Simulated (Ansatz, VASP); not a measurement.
Two plane-wave programs on NbC2

```
Nb C
1.0
     4.66838    0.00000    0.00000
     0.00000    4.66838    0.00000
     0.00000    0.00000    4.66838
Nb C
2 4
Direct
  0.00000 0.00000 0.00000
  0.50000 0.50000 0.50000
  0.75000 0.75000 0.75000
  0.25000 0.25000 0.75000
  0.25000 0.75000 0.25000
  0.75000 0.25000 0.25000
```

Alike in both runs: task single point; functional PBE; k mesh 4 × 4 × 4; occupations gaussian, width 0.1 eV; collinear spin.

```csv
,VASP,Ansatz
version,VASP 6.6.1,Ansatz 0.2.0
potentials or method,"VASP PAW PBE potentials, release 64 (Nb_sv, C), cutoff 520 eV","scalar-relativistic, plane waves, PAW"
valence electrons in the cell,42,42
```

|  | VASP | Ansatz | Ansatz less VASP |
| --- | --- | --- | --- |
| gap on the k mesh at the Fermi level (eV) | none | none | - |
| pressure (GPa) | -0.1 | 0.2 | +0.26 |
| net moment per atom (μB) | 0.00 | 0.00 | 0.000 |

A gap of «none» marks a metal or a gap that the smearing closes. Ansatz's warnings: seeded moment not kept.
